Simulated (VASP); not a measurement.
Write the native input for VASP 6.6.1 that does the following.

```yaml
Task: single point
Functional: PBEsol
Potentials_or_basis: VASP PAW PBE potentials, release 64 (Sr_sv, O)
Cutoff: 520 eV
k_mesh: 8 × 8 × 8
Occupations: gaussian, width 0.05 eV
Spin: no spin polarisation
Dipole_correction: no
Further_INCAR_settings: ALGO = Normal; EDIFF = 1e-06; NBANDS = 15
```

The structure of SrO lies in POSCAR:

```
SrO
1.0
    0.0385470000      2.5698000000      2.5698000000
    2.6083470000      0.0000000000      2.6083470000
    2.5698000000      2.5698000000      0.0385470000
Sr O
1 1
Direct
    0.0000000000      0.0000000000      0.0000000000
    0.5000000000      0.5000000000      0.5000000000
```

This cell differs from its parent crystal: strain +0.0300 x Voigt [0, 0, 0, 0, 1, 0].

These files were run (other wordings do the same):

INCAR

```
ALGO = Normal
EDIFF = 1E-6
ENCUT = 520
GGA = PS
ISIF = 2
ISMEAR = 0
LASPH = True
LCHARG = False
LREAL = False
LWAVE = False
NBANDS = 15
NELM = 100
PREC = Accurate
SIGMA = 0.05
```

KPOINTS

```
k-points
0
Gamma
  8 8 8
```

Potentials or basis: VASP PAW PBE potentials, release 64 (Sr_sv, O).

Launch:

```bash
$ cat potpaw_PBE.64/Sr_sv/POTCAR potpaw_PBE.64/O/POTCAR > POTCAR
$ mpirun -np 1 vasp_std > vasp.out
```

Results of the run:

```json
{
  "Pressure": "-0.3 GPa",
  "Band gap on the k mesh": "3.12 eV, indirect (least direct gap 3.20 eV)"
}
```

Caveat: the cell differs from its parent crystal (strain +0.0300 x Voigt [0, 0, 0, 0, 1, 0]); the PAW data sets were made with another functional, which shifts forces and pressure a little.

Wall time 39 s on 1 thread of Intel(R) Xeon(R) Platinum 8259CL CPU @ 2.50GHz (Skylake/Cascade Lake) (shared host), peak memory 0.19 GiB.
